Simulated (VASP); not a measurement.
# C: single point with LDA

The system is C.

```
C
1.0
     0.00000    1.76589    1.76589
     1.76589    0.00000    1.76589
     1.76589    1.76589    0.00000
C
2
Direct
  0.00000 0.00000 0.00000
  0.25000 0.25000 0.25000
```

* Program: VASP 6.6.1
* Task: single point
* Functional: LDA
* Potentials or basis: VASP PAW LDA potentials, release 64 (C)
* Cutoff: 600 eV
* k mesh: 10 × 10 × 10
* Occupations: gaussian, width 0.01 eV
* Spin: no spin polarisation
* Dipole correction: no
* Further INCAR settings: ALGO = Normal; EDIFF = 1e-06; NBANDS = 11

| Property | Result |
| --- | --- |
| Pressure | 0.8 GPa |
| Band gap on the k mesh | 4.20 eV (least direct gap 5.63 eV) |

Levels at points of the mesh, in eV from the valence-band top:
| k point | band 1 | band 2 | band 3 | band 4 | band 5 | band 6 | band 7 | band 8 |
| --- | --- | --- | --- | --- | --- | --- | --- | --- |
| (0.00, 0.00, 0.00) | -21.72 | 0.00 | 0.00 | 0.00 | 5.63 | 5.63 | 5.63 | 14.24 |
| (0.50, 0.00, 0.00) | -15.70 | -13.69 | -2.87 | -2.87 | 8.51 | 8.51 | 9.42 | 15.67 |
| (0.50, 0.50, 0.00) | -12.82 | -12.82 | -6.47 | -6.47 | 4.77 | 4.77 | 17.07 | 17.07 |

Run time: 2.4 s on 1 thread of Intel(R) Xeon(R) 6975P-C (Granite Rapids) (shared host), peak memory 0.11 GiB.

A k mesh can miss the band edges.
